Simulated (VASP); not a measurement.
## LiF: single point with PBE

LiF:

```xyz
2
Lattice="0.0000 2.0140 2.0140 2.0140 0.0000 2.0140 2.0140 2.0140 0.0000" Properties=species:S:1:pos:R:3 pbc="T T T"
Li    0.0000   -0.0530   -0.0530
F     2.0140    2.0140    2.0140
```

This cell differs from its parent crystal: all Li atoms moved +0.075 Å, as atom 1 towards its neighbour atom 1 (Li) at 2.848 Å.

```yaml
Program: VASP 6.6.1
Task: single point
Functional: PBE
Potentials_or_basis: VASP PAW PBE potentials, release 64 (Li_sv, F)
Cutoff: 520 eV
k_mesh: 10 × 10 × 10
Occupations: gaussian, width 0.05 eV
Spin: no spin polarisation
Dipole_correction: no
Further_INCAR_settings: ALGO = Normal; EDIFF = 1e-07; NBANDS = 12
```

| Item | Value |
| --- | --- |
| Largest force | 0.127 eV/Å |
| Band gap on the k mesh | 9.08 eV, direct |

Forces on the atoms (eV/Å):
```
Li   0.000  0.090  0.090
F    0.000 -0.090 -0.090
```

Levels at points of the mesh, in eV from the valence-band top:
```csv
k point,band 2,band 3,band 4,band 5,band 6,band 7,band 8,band 9
"(0.00, 0.00, 0.00)",-19.98,-0.01,0.00,0.00,9.08,23.64,23.66,23.98
"(0.50, 0.00, 0.00)",-19.54,-2.52,-0.24,-0.23,10.78,16.71,18.91,18.92
"(0.00, 0.50, 0.00)",-19.54,-2.52,-0.23,-0.23,10.78,16.68,18.92,18.99
"(0.50, 0.50, 0.00)",-19.28,-3.00,-1.00,-1.00,14.78,16.44,17.41,20.27
"(0.00, 0.50, 0.50)",-19.28,-3.01,-1.01,-0.99,14.81,16.41,17.33,20.26
```

Wall time 10 s on 1 thread of Intel(R) Xeon(R) 6975P-C (Granite Rapids), with other jobs on the host, peak memory 0.15 GiB.

Caveat: the cell differs from its parent crystal (all Li atoms moved +0.075 Å, as atom 1 towards its neighbour atom 1 (Li) at 2.848 Å). A k mesh can miss the band edges.
